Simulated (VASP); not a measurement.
**CdS: single point with r2SCAN**

Crystal: CdS.

```xyz
2
Lattice="0.0000 2.9254 2.9590 2.9254 0.0000 2.9590 2.9254 2.9254 0.0000" Properties=species:S:1:pos:R:3 pbc="T T T"
Cd    0.0000    0.0000    0.0000
S     1.4627    1.4627    1.4795
```

This cell differs from its parent crystal: epitaxial xy strain -0.5%.

- Program: VASP 6.6.1
- Task: single point
- Functional: r2SCAN
- Potentials or basis: VASP PAW PBE potentials, release 64 (Cd, S)
- Cutoff: 520 eV
- k mesh: 8 × 8 × 8
- Occupations: gaussian, width 0.01 eV
- Spin: no spin polarisation

```yaml
Pressure: 0.5 GPa
Band_gap_on_the_k_mesh: 1.53 eV, direct
```

Stress tensor (GPa, compression positive):
```
0.52 0.00 0.00
0.00 0.52 0.00
0.00 0.00 0.31
```

Levels at points of the mesh, in eV from the valence-band top:
```tsv
k point	band 5	band 6	band 7	band 8	band 9	band 10	band 11	band 12	band 13	band 14
(0.00, 0.00, 0.00)	-7.42	-7.42	-0.04	0.00	0.00	1.53	7.07	7.07	7.07	11.81
(0.50, 0.00, 0.00)	-7.38	-7.05	-4.35	-0.77	-0.73	3.43	7.42	7.51	7.82	11.49
(0.50, 0.50, 0.00)	-7.34	-7.00	-3.94	-1.83	-1.83	3.89	4.79	9.61	11.43	11.43
(0.50, 0.00, 0.50)	-7.34	-6.98	-3.88	-1.89	-1.87	3.85	4.69	9.73	11.33	11.47
```

Wall time 2.3 min on 1 thread of Intel(R) Xeon(R) Platinum 8259CL CPU @ 2.50GHz (Skylake/Cascade Lake) (shared host), peak memory 0.21 GiB.

Caveat: the cell differs from its parent crystal (epitaxial xy strain -0.5%); the PAW data sets were made with another functional, which shifts forces and pressure a little.
